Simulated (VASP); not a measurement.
BaAlSi: single point with LDA

BaAlSi:

```
CELL_PARAMETERS angstrom
4.30761 0.00000 0.00000
-2.15381 3.73050 0.00000
0.00000 0.00000 5.22586
ATOMIC_POSITIONS crystal
Ba 0.00000 0.00000 0.00000
Al 0.66667 0.33333 0.50000
Si 0.33333 0.66667 0.50000
```

* Program: VASP 6.6.1
* Task: single point
* Functional: LDA
* Potentials or basis: VASP PAW LDA potentials, release 64 (Ba_sv, Al, Si)
* Cutoff: 520 eV
* k mesh: 7 × 7 × 5
* Occupations: gaussian, width 0.1 eV
* Spin: no spin polarisation
* Dipole correction: no
* Further INCAR settings: ALGO = Normal; EDIFF = 1e-07; NBANDS = 16

```
Pressure               : -2.8 GPa
Band gap on the k mesh : zero (an odd number of electrons rules out a gap without spin polarisation)
```

Stress tensor (GPa, compression positive):
```
-2.59  0.00  0.00
 0.00 -2.59  0.00
 0.00  0.00 -3.09
```

Levels at points of the mesh, in eV from the Fermi level:
| k point | band 5 | band 6 | band 7 | band 8 | band 9 | band 10 | band 11 | band 12 |
| --- | --- | --- | --- | --- | --- | --- | --- | --- |
| (0.00, 0.00, 0.00) | -9.17 | -1.38 | -1.05 | -1.05 | -0.45 | 0.78 | 2.70 | 2.70 |

Wall time 31 s on 1 thread of Intel(R) Xeon(R) Platinum 8375C CPU @ 2.90GHz (Ice Lake), with other jobs on the host, peak memory 0.18 GiB.

Caveat: spin-orbit coupling is left out, which moves the levels of the heavy elements.
